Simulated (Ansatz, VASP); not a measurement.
# Two plane-wave programs on AlV2N3

Contents of INCAR:

```
SYSTEM = AlV2N3
PREC = Accurate
ENCUT = 600
EDIFF = 1E-6
ISMEAR = 0
SIGMA = 0.1
LREAL = .FALSE.
LASPH = .TRUE.
NELM = 60
ALGO = Normal
ISIF = 3
LWAVE = .FALSE.
LCHARG = .FALSE.
GGA = PE
IBRION = 2
NSW = 90
EDIFFG = -0.04
```

File KPOINTS:

```
Automatic mesh
0
G
  6 6 4
  0 0 0
```

POSCAR

```
AlV2N3
1.0
    2.9299266882      0.0000000000      0.0000000000
   -1.4649633441      2.5373909432      0.0000000000
    0.0000000000      0.0000000000      7.0397807599
Al V N
1 2 3
Direct
    0.0000000000      0.0000000000      0.5000000000
    0.6666666667      0.3333333333      0.8523654364
    0.3333333333      0.6666666667      0.1476345636
    0.3333333333      0.6666666667      0.6620015939
    0.6666666667      0.3333333333      0.3379984061
    0.0000000000      0.0000000000      0.0000000000
```

Input for Ansatz:

```yaml
crystal:
  lattice:
    - [2.9299266882, 0.0, 0.0]
    - [-1.4649633441, 2.5373909432, 0.0]
    - [0.0, 0.0, 7.0397807599]
  atoms:
    - { symbol: Al, position: [0.0, 0.0, 0.5] }
    - { symbol: V, position: [0.6666666667, 0.3333333333, 0.8523654364] }
    - { symbol: V, position: [0.3333333333, 0.6666666667, 0.1476345636] }
    - { symbol: "N", position: [0.3333333333, 0.6666666667, 0.6620015939] }
    - { symbol: "N", position: [0.6666666667, 0.3333333333, 0.3379984061] }
    - { symbol: "N", position: [0.0, 0.0, 0.0] }
basis:
  ecutwfc: 420
kpoints:
  mp_grid: { grid: [6, 6, 4] }
hamiltonian:
  xc: pbe
scf:
  occupations: { method: gaussian, width: 0.1 }
  lower_state_search: "off"
output:
  forces: true
  stress: true
  eigenvalues: true
relax:
  adjacent_minimum: "off"
  f_tol: 0.04
  max_steps: 70
  cell: { stress_tol: 0.4 }
```

Alike in both runs: task relaxation of cell and atoms; functional PBE; k mesh 6 × 6 × 4; occupations gaussian, width 0.1 eV; no spin polarisation.

|  | VASP | Ansatz |
| --- | --- | --- |
| version | VASP 6.6.1 | Ansatz 0.2.0 |
| potentials or method | VASP PAW PBE potentials, release 64 (Al, V_sv, N), cutoff 600 eV | scalar-relativistic, plane waves, PAW |
| valence electrons in the cell | 44 | 44 |

Ansatz gave:

| Quantity | Value |
| --- | --- |
| gap on the k mesh at the Fermi level, each at its own relaxed structure (eV) | none |
| relaxed volume (Å³/atom) | 8.72 |
| relaxed cell length with the largest relative difference (Å) | 7.040 |

Question: Estimate VASP's values.

Answer: gap on the k mesh at the Fermi level, each at its own relaxed structure (eV): none; relaxed volume (Å³/atom): 8.75; relaxed cell length with the largest relative difference (Å): 7.047.

A gap of «none» marks a metal or a gap that the smearing closes.

The k mesh is coarse, so the values compare programs but aren't converged.
